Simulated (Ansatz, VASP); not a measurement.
Given: the input of a run of VASP 6.6.1 on MgO.

File POSCAR:

```
MgO
1.0
    3.3296934990      0.0000000000      0.0000000000
   -1.6648467495      2.8835991569      0.0000000000
    0.0000000000      0.0000000000      5.0158818481
Mg O
2 2
Direct
    0.6666666667      0.3333333333      0.5021597400
    0.3333333333      0.6666666667      0.0021597400
    0.6666666667      0.3333333333      0.9024402600
    0.3333333333      0.6666666667      0.4024402600
```

INCAR.step1

```
SYSTEM = MgO
  PREC = Accurate
  ENCUT = 520
  ISMEAR = -1
  SIGMA = 0.05
  LREAL = .False.
  LASPH = .True.
  NELM = 80
  NBANDS = 16
  GGA = PE
  ALGO = Normal
  EDIFF = 1E-4
  LWAVE = .True.
  LCHARG = .False.
```

Contents of INCAR.step2:

```
SYSTEM = MgO
  PREC = Accurate
  ENCUT = 520
  EDIFF = 1E-6
  ISMEAR = -1
  SIGMA = 0.05
  LREAL = .False.
  LASPH = .True.
  NELM = 80
  ALGO = Normal
  ISIF = 2
  LWAVE = .False.
  LCHARG = .False.
  METAGGA = R2SCAN
  LMIXTAU = .True.
  NBANDS = 16
  ISTART = 1
```

Contents of KPOINTS:

```
Automatic mesh
0
Gamma
  9 9 6
  0 0 0
```

Potentials or basis: VASP PAW PBE potentials, release 64 (Mg, O).

Command:

```sh
$ cat potpaw_PBE.64/Mg/POTCAR potpaw_PBE.64/O/POTCAR > POTCAR
$ cp INCAR.step1 INCAR
$ mpirun -np 1 vasp_std > vasp.out
$ cp INCAR.step2 INCAR
$ mpirun -np 1 vasp_std > vasp.out
```

**Question.** Translate it to Ansatz 0.2.0. Potentials there: Ansatz PAW.

**Answer.** As run (the cutoff follows the program's own potentials):

Contents of input.yaml:

```yaml
crystal:
  lattice:
    - [3.329693499, 0.0, 0.0]
    - [-1.6648467495, 2.8835991569, 0.0]
    - [0.0, 0.0, 5.0158818481]
  atoms:
    - { symbol: Mg, position: [0.6666666667, 0.3333333333, 0.50215974] }
    - { symbol: Mg, position: [0.3333333333, 0.6666666667, 0.00215974] }
    - { symbol: O, position: [0.6666666667, 0.3333333333, 0.90244026] }
    - { symbol: O, position: [0.3333333333, 0.6666666667, 0.40244026] }
hamiltonian:
  xc: r2scan
  pseudopotentials: { kind: paw }
kpoints:
  mp_grid: { grid: [9, 9, 6] }
scf:
  occupations: { method: fermi_dirac, width: 0.05 }
output:
  forces: true
  stress: true
  eigenvalues: true
```

Potentials or basis: Ansatz PAW.

Run with:

```sh
$ ansatz run input.yaml --threads 1 --pin off --max-ram 3584MiB --backend cpu --events-out ev --progress --plain --runs-dir out
```

Both were run:

|  | VASP | Ansatz | Ansatz less VASP |
| --- | --- | --- | --- |
| gap on the k mesh at the Fermi level (eV) | 4.02 | 4.03 | +0.015 |
| least direct gap on the mesh (eV) | 4.02 | 4.03 | +0.015 |
| pressure (GPa) | -3.5 | -2.9 | +0.58 |
| traceless stress, the component that is largest in VASP (GPa) | 0.52 | 0.46 | -0.065 |
| rms of the force components (eV/Å) | 0.028 | 0.026 | -0.0020 |

VASP's potentials were made for PBE, not for r2SCAN. Atom by atom the forces differ by 0.002 eV/Å (rms over components). VASP's potentials hold 16 valence electrons a cell and Ansatz's 32, so a difference there can come from the potentials and not from the codes.

Noted on Ansatz's run: odd divisions of the mesh miss points on the zone boundary, where band edges often lie, so the gap on the mesh can be too wide.
